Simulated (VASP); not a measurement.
The system is W.

```xyz
1
Lattice="-1.5850 1.5850 1.5850 1.5850 -1.5850 1.5850 1.5850 1.5850 -1.5850" Properties=species:S:1:pos:R:3 pbc="T T T"
W     0.0000    0.0000    0.0000
```

| Item | Value |
| --- | --- |
| Program | VASP 6.6.1 |
| Task | relaxation of cell and atoms |
| Functional | LDA |
| Potentials or basis | VASP PAW LDA potentials, release 64 (W_sv) |
| Cutoff | 600 eV |
| k mesh | 16 × 16 × 16 |
| Occupations | gaussian, width 0.1 eV |
| Spin | no spin polarisation |

At the start: pressure -8.9 GPa; volume 15.93 Å³/atom.

Problem. How do energy, volume and symmetry change on relaxing?

Solution. Over 7 steps the energy falls by 12.3 meV/atom and the volume is 15.49 Å³/atom (-2.7 %); space group Im-3m (No. 229, to 0.05 Å).

The path:
```csv
step,energy change (eV),largest force (eV/Å),pressure (GPa),volume (Å³)
1,0.0000,0.0000,-8.85,15.93
2,0.1743,0.0000,43.19,13.98
3,-0.0123,0.0000,-0.48,15.51
4,-0.0123,0.0000,-0.10,15.49
5,-0.0123,0.0000,0.12,15.49
6,-0.0123,0.0000,-0.28,15.51
7,-0.0123,0.0000,-0.05,15.49
```

Final structure:
```
CELL_PARAMETERS angstrom
-1.57046 1.57046 1.57046
1.57046 -1.57046 1.57046
1.57046 1.57046 -1.57046
ATOMIC_POSITIONS crystal
W 0.00000 0.00000 0.00000
```
